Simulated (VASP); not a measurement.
Write the native input for VASP 6.6.1 that does the following.

```
Task                   : relaxation of cell and atoms
Functional             : r2SCAN
Potentials or basis    : VASP PAW PBE potentials, release 64 (Si, O)
Cutoff                 : 600 eV
k mesh                 : 6 × 6 × 4
Occupations            : gaussian, width 0.02 eV
Spin                   : no spin polarisation
Target pressure        : 12 GPa
Dipole correction      : no
Further INCAR settings : ALGO = Normal; EDIFF = 1e-07; IBRION = 2; EDIFFG = -0.008; NSW = 70; ISIF = 3
```

Crystal: SiO2.

```
Si O
1.0
     4.92454    0.00000    0.00000
    -2.46227    4.26478    0.00000
     0.00000    0.00000    5.42225
Si O
3 6
Direct
  0.00000 0.50000 0.33333
  0.50000 0.50000 0.66667
  0.50000 0.00000 0.00000
  0.58806 0.79403 0.83333
  0.79403 0.58806 0.50000
  0.79403 0.20597 0.16667
  0.41194 0.20597 0.83333
  0.20597 0.41194 0.50000
  0.20597 0.79403 0.16667
```

These files were run (other wordings do the same):

POSCAR

```
SiO2
1.0
    4.9245402087      0.0000000000      0.0000000000
   -2.4622701044      4.2647769227      0.0000000000
    0.0000000000      0.0000000000      5.4222482224
Si O
3 6
Direct
    0.0000000000      0.5000000000      0.3333333333
    0.5000000000      0.5000000000      0.6666666667
    0.5000000000      0.0000000000      0.0000000000
    0.5880607321      0.7940303661      0.8333333333
    0.7940303661      0.5880607321      0.5000000000
    0.7940303661      0.2059696339      0.1666666667
    0.4119392679      0.2059696339      0.8333333333
    0.2059696339      0.4119392679      0.5000000000
    0.2059696339      0.7940303661      0.1666666667
```

INCAR.step1

```
SYSTEM = SiO2
ALGO = Normal
EDIFF = 1E-4
ENCUT = 600
GGA = PE
ISMEAR = 0
LASPH = .TRUE.
LCHARG = .FALSE.
LREAL = .FALSE.
LWAVE = .TRUE.
NELM = 100
PREC = Accurate
SIGMA = 0.02
```

INCAR.step2

```
SYSTEM = SiO2
ALGO = Normal
EDIFF = 1E-7
EDIFFG = -0.008
ENCUT = 600
IBRION = 2
ISIF = 3
ISMEAR = 0
ISTART = 1
LASPH = .TRUE.
LCHARG = .FALSE.
LMIXTAU = .TRUE.
LREAL = .FALSE.
LWAVE = .FALSE.
METAGGA = R2SCAN
NELM = 100
NSW = 70
PREC = Accurate
PSTRESS = 120.0
SIGMA = 0.02
```

KPOINTS

```
k-points
0
G
  6 6 4
  0 0 0
```

Potentials or basis: VASP PAW PBE potentials, release 64 (Si, O).

Run with:

```console
$ cat potpaw_PBE.64/Si/POTCAR potpaw_PBE.64/O/POTCAR > POTCAR
$ cp INCAR.step1 INCAR
$ mpirun -np 1 vasp_std > vasp.out
$ cp INCAR.step2 INCAR
$ mpirun -np 1 vasp_std > vasp.out
```

Results of the run:

```json
{"Relaxed volume": "12.65 Å³/atom", "Relaxed cell": "a = 4.896 Å, b = 4.896 Å, c = 5.485 Å, α = 90.00°, β = 90.00°, γ = 120.00°", "Space group after relaxing (to 0.1 Å)": "P6_422 (No. 181)", "Energy change on relaxing (the run minimises the enthalpy)": "-5.1 meV/atom", "Ionic steps": "12", "Pressure after relaxing": "12.0 GPa", "Largest force after relaxing": "0.007 eV/Å", "Band gap on the k mesh": "6.49 eV (least direct gap 6.60 eV)"}
```

Caveat: the cell is relaxed towards a set pressure, so the run minimises the enthalpy, not the energy; the PAW data sets were made with another functional, which shifts forces and pressure a little.

It took 79 min on 1 thread of Intel Xeon 8259CL, on a shared host, peak memory 0.33 GiB.
